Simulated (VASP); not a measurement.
The system is HfSeS4.

```
Hf Se S
1.0
     0.00000    4.06460    4.06460
     4.06460    0.00000    4.06460
     4.06460    4.06460    0.00000
Hf Se S
1 1 4
Direct
  0.25000 0.25000 0.25000
  0.00000 0.00000 0.00000
  0.12392 0.62536 0.62536
  0.62536 0.12392 0.62536
  0.62536 0.62536 0.12392
  0.62536 0.62536 0.62536
```

| Item | Value |
| --- | --- |
| Program | VASP 6.6.1 |
| Task | relaxation of cell and atoms |
| Functional | PBE |
| Potentials or basis | VASP PAW PBE potentials, release 64 (Hf_pv, Se, S) |
| Cutoff | 600 eV |
| k mesh | 4 × 4 × 4 |
| Occupations | gaussian, width 0.1 eV |
| Spin | no spin polarisation |

At the start: pressure -13.9 GPa; volume 22.38 Å³/atom.

Task: Where does the relaxation end?

Result: Over 6 steps the energy falls by 298.3 meV/atom and the volume is 17.12 Å³/atom (-23.5 %); space group F-43m (No. 216, to 0.05 Å).

The path:
| step | energy change (eV) | largest force (eV/Å) | pressure (GPa) | volume (Å³) |
| --- | --- | --- | --- | --- |
| 1 | 0.0000 | 0.2342 | -13.87 | 134.30 |
| 2 | -1.7656 | 0.2425 | 2.20 | 100.05 |
| 3 | -1.7802 | 0.2485 | 0.13 | 102.20 |
| 4 | -1.7795 | 0.2500 | -0.39 | 102.78 |
| 5 | -1.7878 | 0.1030 | -0.37 | 102.76 |
| 6 | -1.7895 | 0.0034 | -0.33 | 102.75 |

Final structure:
```
Hf Se S
1.0
     0.00000    3.71746    3.71746
     3.71746    0.00000    3.71746
     3.71746    3.71746    0.00000
Hf Se S
1 1 4
Direct
  0.25000 0.25000 0.25000
  0.00000 0.00000 0.00000
  0.13083 0.62306 0.62306
  0.62306 0.13083 0.62306
  0.62306 0.62306 0.13083
  0.62306 0.62306 0.62306
```

Caveat: the volume moved by over 15 % at a fixed basis, so the end points are rough.
